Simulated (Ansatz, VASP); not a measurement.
**Two plane-wave programs on Ag**

```xyz
4
Lattice="2.9428 0.0000 0.0000 -1.4714 2.5485 0.0000 0.0000 0.0000 10.1961" Properties=species:S:1:pos:R:3 pbc="T T T"
Ag    0.0000    1.6990    2.5490
Ag    1.4714    0.8495    7.6471
Ag    0.0000    0.0000    0.0000
Ag    0.0000    0.0000    5.0981
```

Change from the starting cell: volume scaled by 1.06, PAW files.

Alike in both runs: task electric field gradients; functional LDA; k mesh 14 × 14 × 4; occupations fermi-dirac, width 0.08 eV; no spin polarisation.

|  | VASP | Ansatz |
| --- | --- | --- |
| version | VASP 6.6.1 | Ansatz 0.2.0 |
| potentials or method | VASP PAW LDA potentials, release 64 (Ag) | PAW with Ansatz's default frozen-core files, scalar-relativistic |
| plane-wave cutoff (eV) | 520 | 420 |
| valence electrons in the cell | 44 | 76 |

```csv
,VASP,Ansatz,Ansatz less VASP
pressure (GPa),-14.2,-14.4,-0.15
"traceless stress, the component that is largest in VASP (GPa)",-1.68,-1.65,+0.029
size of Vzz on the site where it differs most (V/Å²),8.6,3.6,-5.05
```

LDA's correlation is that of Perdew and Zunger in VASP and of Perdew and Wang (1992) in Ansatz. VASP's potentials hold 44 valence electrons a cell and Ansatz's 76, so a difference there can come from the potentials and not from the codes.
